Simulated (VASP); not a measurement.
The system is ZnS.

```xyz
2
Lattice="0.0000 2.7550 2.7550 2.7550 0.0000 2.7550 2.7550 2.7550 0.0000" Properties=species:S:1:pos:R:3 pbc="T T T"
Zn    4.1325    4.1325    4.1325
S     0.0000    0.0000    0.0000
```

Base run:

| Property | Result |
| --- | --- |
| Program | VASP 6.6.1 |
| Functional | r2SCAN |
| Dispersion | D3(BJ) |
| Potentials or basis | VASP PAW PBE potentials, release 64 (Zn, S) |
| Cutoff | 520 eV |
| k mesh | 9 × 9 × 9 |
| Occupations | fermi-dirac, width 0.05 eV |
| Spin | no spin polarisation |

Its results: band gap on the k mesh 2.41 eV; pressure -5.6 GPa.

**Question.** The run is repeated on the same cell with these changes: functional from r2SCAN to b88 exchange, pbe correlation; dispersion from D3(BJ) to none; cutoff from 520 eV to 500 eV. What comes out?

**Answer.** Band gap on the k mesh 1.86 eV; pressure -2.3 GPa.

Several settings changed at once.

Caveats: the PAW data sets were made with another functional, which shifts forces and pressure a little; the cell stands under tension (at least some runs).

